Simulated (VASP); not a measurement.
# As (R-3m) in VASP: further runs, part 3 of 3

VASP 6.6.1.

## 4. Single point, PBE

This run uses another cell than the first one, of 32.68 Å³/atom, 1.565 times its volume.

Input file INCAR:

```
PREC     = Accurate       # precision mode
ENCUT    = 500            # plane-wave cutoff, eV
EDIFF    = 1E-6           # SCF threshold, eV
ISMEAR   = 0              # smearing method
SIGMA    = 0.1            # smearing width, eV
LREAL    = False          # projectors in reciprocal space
LASPH    = True           # aspherical terms in the spheres
NELM     = 120            # most SCF steps
ALGO     = Normal         # electronic algorithm
ISIF     = 2              # what is computed and relaxed
LWAVE    = False          # write WAVECAR
LCHARG   = False          # write CHGCAR
GGA      = PE             # functional
NBANDS   = 12             # bands
GGA_COMPAT= False
```

Input file KPOINTS:

```
Automatic mesh
0
Gamma
  6 6 6
```

Input file POSCAR:

```
As
1.0
    1.8083959973      1.0440779158      5.7688195689
   -1.8083959973      1.0440779158      5.7688195689
    0.0000000000     -2.0881558317      5.7688195689
As
2
Direct
    0.1266315166      0.1266315166      0.1266315166
    0.8733684834      0.8733684834      0.8733684834
```

Potentials or basis: VASP PAW PBE potentials, release 64 (As).

Run with:

```
> cat potpaw_PBE.64/As/POTCAR > POTCAR
> mpirun -np 1 vasp_std > vasp.out
```

OUTCAR:

```text
PREC = Accurate
   ENCUT = 500
   EDIFF = 1E-6
   ISMEAR = 0
   LREAL = False
   LASPH = True
   NELM = 120
   ISIF = 2
   GGA = PE

 ion  position               nearest neighbor table
   1  0.127  0.127  0.127-   2 2.51   2 2.51   2 2.51
   2  0.873  0.873  0.873-   1 2.51   1 2.51   1 2.51

  LATTYP: Found a trigonal (rhomboedric) cell.
 ALAT       =     6.1351180914
 COS(alpha) =     0.8262314342

  Lattice vectors:

 A1 = (   1.8083959973,   1.0440779158,   5.7688195689)
 A2 = (  -1.8083959973,   1.0440779158,   5.7688195689)
 A3 = (   0.0000000000,  -2.0881558317,   5.7688195689)

Analysis of symmetry for initial positions (statically):
=====================================================================
 Subroutine PRICEL returns:
 Original cell was already a primitive cell.

 Routine SETGRP: Setting up the symmetry group for a
 trigonal (rhombohedral) supercell.

 Subroutine GETGRP returns: Found 12 space group operations
 (whereof 12 operations were pure point group operations)
 out of a pool of 12 trial point group operations.

The static configuration has the point symmetry D_3d.

Analysis of symmetry for dynamics (positions and initial velocities):
=====================================================================
 Subroutine PRICEL returns:
 Original cell was already a primitive cell.

 Routine SETGRP: Setting up the symmetry group for a
 trigonal (rhombohedral) supercell.

 Subroutine GETGRP returns: Found 12 space group operations
 (whereof 12 operations were pure point group operations)
 out of a pool of 12 trial point group operations.

The dynamic configuration has the point symmetry D_3d.

 Subroutine INISYM returns: Found 12 space group operations
 (whereof 12 operations are pure point group operations),
 and found     1 'primitive' translations

----------------------------------------------------------------------------------------

                                     Primitive cell

  volume of cell :      65.3529

  direct lattice vectors                    reciprocal lattice vectors
     1.808395997  1.044077916  5.768819569     0.276488115  0.159630487  0.057781896
    -1.808395997  1.044077916  5.768819569    -0.276488115  0.159630487  0.057781896
     0.000000000 -2.088155832  5.768819569     0.000000000 -0.319260975  0.057781896

  length of vectors
     6.135118091  6.135118091  6.135118091     0.324447712  0.324447712  0.324447712

  position of ions in fractional coordinates (direct lattice)
     0.126631517  0.126631517  0.126631517
     0.873368483  0.873368483  0.873368483

  ion indices of the primitive-cell ions
   primitive index   ion index
                 1           1
                 2           2

----------------------------------------------------------------------------------------

 KPOINTS: Automatic mesh

Automatic generation of k-mesh.
 Grid dimensions read from file:
 generate k-points for:    6    6    6

 Generating k-lattice:

  Cartesian coordinates                     Fractional coordinates (reciprocal lattice)
     0.046081352  0.026605081  0.009630316     0.166666667 -0.000000000  0.000000000
    -0.046081352  0.026605081  0.009630316    -0.000000000  0.166666667  0.000000000
     0.000000000 -0.053210162  0.009630316     0.000000000  0.000000000  0.166666667

  Length of vectors
     0.054074619  0.054074619  0.054074619

  Shift w.r.t. Gamma in fractional coordinates (k-lattice)
     0.000000000  0.000000000  0.000000000

 Subroutine IBZKPT returns following result:
 ===========================================

 Found     32 irreducible k-points:

 Following reciprocal coordinates:
            Coordinates               Weight
  0.000000  0.000000  0.000000      1.000000
  0.166667 -0.000000  0.000000      6.000000
  0.333333 -0.000000  0.000000      6.000000
  0.500000 -0.000000  0.000000      3.000000
  0.166667  0.166667  0.000000      6.000000
  0.333333  0.166667  0.000000     12.000000
[... 16 lines left out ...]
  0.500000  0.500000  0.166667      6.000000
 -0.333333  0.500000  0.166667     12.000000
 [... further k-points ...]
   k-points           NKPTS =     32   k-points in BZ     NKDIM =     32   number of bands    NBANDS=     12
   number of dos      NEDOS =    301   number of ions     NIONS =      2
   total plane-waves  NPLWV = 110592
   dimension x,y,z NGX =    48 NGY =   48 NGZ =   48
   dimension x,y,z NGXF=    96 NGYF=   96 NGZF=   96
   ions per type =               2
   NGX,Y,Z   is equivalent  to a cutoff of  13.01, 13.01, 13.01 a.u.
   NGXF,Y,Z  is equivalent  to a cutoff of  26.01, 26.01, 26.01 a.u.
 SYSTEM =  unknown system
   PREC   = accura    normal or accurate (medium, high low for compatibility)
   ISTART =      0    job   : 0-new  1-cont  2-samecut
   ICHARG =      2    charge: 1-file 2-atom 10-const
   ISPIN  =      1    spin polarized calculation?
   LNONCOLLINEAR =      F non collinear calculations
   LSORBIT =      F    spin-orbit coupling
   LASPH  =      T    aspherical Exc in radial PAW
   ENCUT  =  500.0 eV  36.75 Ry    6.06 a.u.  11.19 11.19 11.19*2*pi/ulx,y,z
   NELM   =    120;   NELMIN=  2; NELMDL= -5     # of ELM steps
   EDIFF  = 0.1E-05   stopping-criterion for ELM
   LREAL  =      F    real-space projection
   EDIFFG = 0.1E-04   stopping-criterion for IOM
   NSW    =      0    number of steps for IOM
   IBRION =     -1    ionic relax: 0-MD 1-quasi-New 2-CG
   NFREE  =      0    steps in history (QN), initial steepest desc. (CG)
   ISIF   =      2    stress and relaxation
   ISYM   =      2    0-nonsym 1-usesym 2-fastsym
   POTIM  = 0.5000    time-step for ionic-motion
   TEBEG  =    0.0;   TEEND  =   0.0 temperature during run
   PSTRESS=    0.0 pullay stress
   NELECT =      10.0000    total number of electrons
   NUPDOWN=      -1.0000    fix difference up-down
   EMIN   =  10.00;   EMAX   =-10.00  energy-range for DOS
   EFERMI =   0.00;   METHOD = LEGACY
   ISMEAR =     0;   SIGMA  =   0.10  broadening in eV -4-tet -1-fermi 0-gaus
   EFERMI_NEDOS =   21; number of points for ismear=-14 and -15
   IALGO  =     38    algorithm
   IMIX   =      4    mixing-type and parameters
     AMIX     =   0.40;   BMIX     =  1.00
     AMIX_MAG =   1.60;   BMIX_MAG =  1.00
  volume/ion in A,a.u.               =      32.68       220.51
  Fermi-wavevector in a.u.,A,eV,Ry     =   0.875629  1.654698 10.431933  0.766725
  Thomas-Fermi vector in A             =   1.995326
   LORBIT       =      0    0 simple, 1 ext, 2 COOP (PROOUT), +10 PAW based schemes
   GGA     = PE    functional components
   LHFCALC =     F    Hartree Fock is set to
   AEXX    =    0.0000 exact exchange contribution
   IVDW    =     0    specifies the selected vdW correction
   LEPSILON=     F    determine dielectric tensor
   LRPA    =     F    only Hartree local field effects (RPA)
 non-spin polarized calculation
 Gauss-broadening in eV      SIGMA  =   0.10
  energy-cutoff  :      500.00
  volume of cell :       65.35
 maximum number of plane-waves:      1689
 NGX is ok and might be reduce to    48
   NGX = 23   NGY = 23   NGZ = 23

 number of electron      10.0000000 magnetization

 number of electron       9.9999999 magnetization

 Free energy of the ion-electron system (eV)
  ---------------------------------------------------
  ext. energy  EPLUGINS =         0.00000000
  ---------------------------------------------------
  free energy    TOTEN  =        -9.31123584 eV

  energy without entropy =       -9.31123584  energy(sigma->0) =       -9.31123584

 E-fermi :   1.7744     XC(G=0):  -7.6944

 val. band max:        1.3159061195   @ k =   0.5000   0.5000   0.5000
 cond. band min:       2.4449558785   @ k =  -0.1667   0.1667   0.1667
 fundamental gap:      1.1290497590
 Fermi energy:         1.7743671031

 k-point     1 :       0.0000    0.0000    0.0000
  band No.  band energies     occupation
      1     -12.3469      2.00000
      2      -5.8926      2.00000
      3       0.0325      2.00000
      4       1.0663      2.00000
      5       1.0663      2.00000
      6       3.2571      0.00000
      7       4.5512      0.00000
      8       4.5512      0.00000
      9       8.4383      0.00000
     10      10.7154      0.00000
     11      11.1343      0.00000
     12      11.1343      0.00000
[... 331 lines left out ...]
 k-point    24 :      -0.3333    0.5000    0.1667
  band No.  band energies     occupation
      1     -10.0317      2.00000
      2      -7.7190      2.00000
      3      -2.5366      2.00000
      4      -1.7015      2.00000
      5       0.0900      2.00000
      6       3.8938      0.00000
      7       4.7173      0.00000
      8       5.5645      0.00000
      9       8.3963      0.00000
     10       9.4159      0.00000
     11      10.2126      0.00000
     12      11.4764      0.00000

 [... further k-points ...]
[... 5 lines left out ...]
  --------------------------------------------------------------------------------------
  -------------------------------------------------------------------------------------
  Total        0.0851970      0.0851970      0.1966996      0.0000000     -0.0000000      0.0000000
  in kB        2.0886716      2.0886716      4.8222458      0.0000000     -0.0000000      0.0000000
  external PRESSURE =       2.9998630 kB  Pullay stress =       0.0000000 kB

 VOLUME and BASIS-vectors are now :
 -----------------------------------------------------------------------------
  energy-cutoff  :      500.00
  volume of cell :       65.35
      direct lattice vectors                 reciprocal lattice vectors
     1.808395997  1.044077916  5.768819569     0.276488115  0.159630487  0.057781896
    -1.808395997  1.044077916  5.768819569    -0.276488115  0.159630487  0.057781896
     0.000000000 -2.088155832  5.768819569     0.000000000 -0.319260975  0.057781896

 POSITION                                       TOTAL-FORCE (eV/Angst)
 -----------------------------------------------------------------------------------
      0.00000     -0.00000      2.19154         0.000000      0.000000     -0.083074
      0.00000     -0.00000     15.11492         0.000000     -0.000000      0.083074
 -----------------------------------------------------------------------------------
    total drift:                                0.000000      0.000000      0.000000

  FREE ENERGIE OF THE ION-ELECTRON SYSTEM (eV)
  ---------------------------------------------------
  free  energy   TOTEN  =        -9.3112358357 eV

  energy  without entropy=       -9.3112358357  energy(sigma->0) =       -9.31123584
```

Wall time 96 s (1 thread of Intel Xeon 8259CL, shared host); peak memory 0.3 GiB.

What came out:

- Free energy: -9.3112 eV
- Pressure: 0.3 GPa
- Largest force: 0.083 eV/Å
- Band gap on the k mesh: 1.13 eV, indirect (least direct gap 1.42 eV)

Forces on the atoms (eV/Å):
```
As   0.000  0.000 -0.083
As   0.000  0.000  0.083
```

Levels at points of the mesh, in eV from the valence-band top:
```csv
k point,band 3,band 4,band 5,band 6,band 7,band 8
"(0.00, 0.00, 0.00)",-1.28,-0.25,-0.25,1.94,3.24,3.24
"(0.50, 0.00, 0.00)",-3.51,-2.10,-1.86,1.87,2.99,4.21
"(0.50, 0.50, 0.00)",-3.65,-2.12,-1.64,1.61,2.99,4.41
"(0.50, 0.50, 0.50)",-0.27,-0.27,0.00,1.42,3.28,3.28
```

A k mesh can miss the band edges.

## 5. Relaxation of cell and atoms, PBE

This run uses another cell than the first one, of 22.96 Å³/atom, 1.100 times its volume.

Input file INCAR:

```
SYSTEM = As
PREC = Accurate
ENCUT = 500
EDIFF = 1E-7
ISMEAR = 0
SIGMA = 0.1
LREAL = .FALSE.
LASPH = .TRUE.
NELM = 120
ALGO = Normal
ISIF = 3
LWAVE = .FALSE.
LCHARG = .FALSE.
GGA = PE
IBRION = 2
NSW = 90
EDIFFG = -0.04
GGA_COMPAT = .FALSE.
NELMIN = 4
```

Input file KPOINTS:

```
regular mesh
0
G
  6 6 6
  0 0 0
```

Input file POSCAR:

```
As
1.0
    1.7690856180      1.0213820577      4.2361883263
   -1.7690856180      1.0213820577      4.2361883263
    0.0000000000     -2.0427641155      4.2361883263
As
2
Direct
    0.0577000000      0.0577000000      0.0577000000
    0.9423000000      0.9423000000      0.9423000000
```

Run with:

```
> cat potpaw_PBE.64/As/POTCAR > POTCAR
> mpirun -np 1 vasp_std > vasp.out
```

Run time: 9.1 min. Hardware: 1 thread of Intel Xeon 8259CL, shared host; peak memory 0.21 GiB.

It converged, with:

```yaml
Free_energy: -9.3109 eV
Relaxed_volume: 36.07 Å³/atom
Relaxed_cell: a = 6.701 Å, b = 6.701 Å, c = 6.701 Å, α = 31.32°, β = 31.32°, γ = 31.32°
Space_group_after_relaxing_to_0.05_Å: R-3m (No. 166)
Energy_gained_by_relaxing: 9099.3 meV/atom
Ionic_steps: 19
Pressure_after_relaxing: 0.0 GPa
Band_gap_on_the_k_mesh: 1.47 eV, indirect (least direct gap 1.73 eV)
```

Step by step:
```csv
step,energy change (eV),largest force (eV/Å),pressure (GPa),volume (Å³)
1,0.0000,78.9978,140.97,45.93
2,-12.4421,2.7401,-7.88,197.96
3,-15.4030,2.4366,-5.84,184.91
4,-15.7891,2.9865,-1.80,175.53
5,-15.9803,1.3272,-3.43,178.40
6,-17.3206,1.1090,-1.19,141.27
7,-17.7680,1.5699,1.34,116.85
8,-17.2423,5.1234,14.35,73.29
9,-17.7242,3.2411,10.25,71.43
10,-18.0882,0.7105,4.67,68.15
11,-18.1247,0.0620,2.89,66.89
12,-18.1275,0.2968,2.33,66.46
13,-18.1494,0.2134,1.97,67.32
14,-18.1898,0.0316,1.01,69.90
15,-18.1693,0.4921,-0.49,75.23
16,-18.1970,0.2008,0.42,71.76
17,-18.1970,0.1913,0.45,71.65
18,-18.1984,0.0616,0.13,71.99
19,-18.1985,0.0008,-0.02,72.15
```

Final structure:
```cif
data_structure
_symmetry_space_group_name_H-M 'P 1'
_symmetry_Int_Tables_number 1
_cell_length_a 6.7011
_cell_length_b 6.7011
_cell_length_c 6.7011
_cell_angle_alpha 31.316
_cell_angle_beta 31.316
_cell_angle_gamma 31.316
_cell_volume 72.15
loop_
_atom_site_label
_atom_site_type_symbol
_atom_site_fract_x
_atom_site_fract_y
_atom_site_fract_z
_atom_site_occupancy
As1 As 0.36978 0.36978 0.36978 1
As2 As 0.63022 0.63022 0.63022 1
```

Levels at points of the mesh, in eV from the valence-band top:
```
           k point  band 2  band 3  band 4  band 5  band 6  band 7  band 8  band 9
(0.00, 0.00, 0.00)   -7.07   -0.81    0.00    0.00    2.10    3.49    3.49    6.58
(0.50, 0.00, 0.00)   -9.06   -3.32   -1.85   -1.56    2.05    3.19    4.49    5.97
(0.50, 0.50, 0.00)   -9.07   -3.37   -1.86   -1.47    1.92    3.19    4.56    6.68
(0.50, 0.50, 0.50)   -7.16   -0.12    0.00    0.00    1.73    3.50    3.50    5.38
```

Caveat: the volume moved by over 15 % at a fixed basis, so the end points are rough. A hybrid or GW would open this gap; PBE tends to underestimate it.

## 6. The runs side by side

| task | cell | gap on the mesh (eV) | pressure (GPa) | largest force (eV/Å) |
| --- | --- | --- | --- | --- |
| single point | a = 3.981 Å, angles 57.2°, 2 atoms | none | 2.1 | 0.53 |
| single point | a = 4.703 Å, angles 44.2°, 2 atoms | none | 141.0 | 79.00 |
| single point | a = 6.135 Å, angles 34.3°, 2 atoms | 1.13 | 0.3 | 0.08 |
| relaxation of cell and atoms | relaxed from a = 4.703 Å, angles 44.2°, 2 atoms | 1.47 | 0.0 | - |

Alike in all rows: level PBE; potentials or basis VASP PAW PBE potentials, release 64 (As); no spin polarisation; k mesh 6 × 6 × 6; cutoff (eV) 500; smearing gaussian 0.1 eV.

Caveats: forces of over 1 eV/Å act on the atoms, so gaps and moduli don't describe the material at rest (some runs); the volume moved by over 15 % at a fixed basis, so the end points are rough (some runs).

Total energies depend on the potentials used, so only differences within one code and one set of settings carry meaning.
